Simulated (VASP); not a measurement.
Runs of VASP 6.6.1 on Mo. The structure is that of space group Im-3m (No. 229), or close to it. The cells are those of the table. 

| task | cell | k mesh | cutoff (eV) | gap on the mesh (eV) | pressure (GPa) | relaxed volume (Å³/atom) |
| --- | --- | --- | --- | --- | --- | --- |
| single point | a = 2.638 Å, angles 109.5°, 1 atom | 8 × 8 × 8 | 520 | none | 27.6 | - |
| single point | a = 2.709 Å, angles 109.5°, 1 atom | 10 × 10 × 10 | 520 | none | 0.5 | - |
| relaxation of cell and atoms | relaxed from a = 2.709 Å, angles 109.5°, 1 atom | 18 × 18 × 18 | 600 | none | 0.0 | (a) |
| relaxation of cell and atoms | relaxed from a = 2.638 Å, angles 109.5°, 1 atom | 10 × 10 × 10 | 600 | none | -0.2 | 15.33 |
| single point | a = 2.710 Å, angles 109.5°, 1 atom | 18 × 18 × 18 | 520 | none | 0.5 | - |

Alike in all rows: level PBEsol; potentials or basis VASP PAW PBE potentials, release 64 (Mo_sv); no spin polarisation; smearing gaussian 0.1 eV.

Task: Estimate the missing entries.

Result: (a) 15.35.

Caveats: some runs use coarse meshes; the PAW data sets were made with another functional, which shifts forces and pressure a little.

A k mesh can miss the band edges, and the runs leave out spin-orbit coupling on Mo.

A gap of «none» marks levels without a gap at the run's occupations.
